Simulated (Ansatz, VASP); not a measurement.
# Ga3Te2O: VASP beside Ansatz

```
Ga Te O
1.0
     3.22318    0.00000    0.00000
     0.00000    3.22318    0.00000
     0.00000    0.00000   11.40352
Ga Te O
3 2 1
Direct
  0.00000 0.00000 0.67074
  0.00000 0.00000 0.32926
  0.50000 0.50000 0.50000
  0.50000 0.50000 0.86352
  0.50000 0.50000 0.13648
  0.00000 0.00000 0.00000
```

Change from the starting cell: species swapped into the Er2Mg3Ru type (P4/mmm, No. 123).

Alike in both runs: functional PBE; k mesh 6 × 6 × 2; occupations gaussian, width 0.1 eV; no spin polarisation.

Ansatz relaxed the structure, and its values are those at the end. VASP's run is a single point on that final structure, the one shown.

|  | VASP | Ansatz |
| --- | --- | --- |
| version | VASP 6.6.1 | Ansatz 0.2.0 |
| potentials or method | VASP PAW PBE potentials, release 64 (Ga_d, Te, O), cutoff 520 eV | scalar-relativistic, plane waves, PAW |
| valence electrons in the cell | 57 | 77 |

|  | VASP | Ansatz | Ansatz less VASP |
| --- | --- | --- | --- |
| gap on the k mesh at the Fermi level (eV) | none | none | - |
| pressure (GPa) | -0.2 | -0.1 | +0.05 |
| rms of the force components (eV/Å) | 0.010 | 0.006 | -0.0041 |

A gap of «none» marks a metal or a gap that the smearing closes. VASP's potentials hold 57 valence electrons a cell and Ansatz's 77, so a difference there can come from the potentials and not from the codes.

Neither program's run includes spin-orbit coupling.
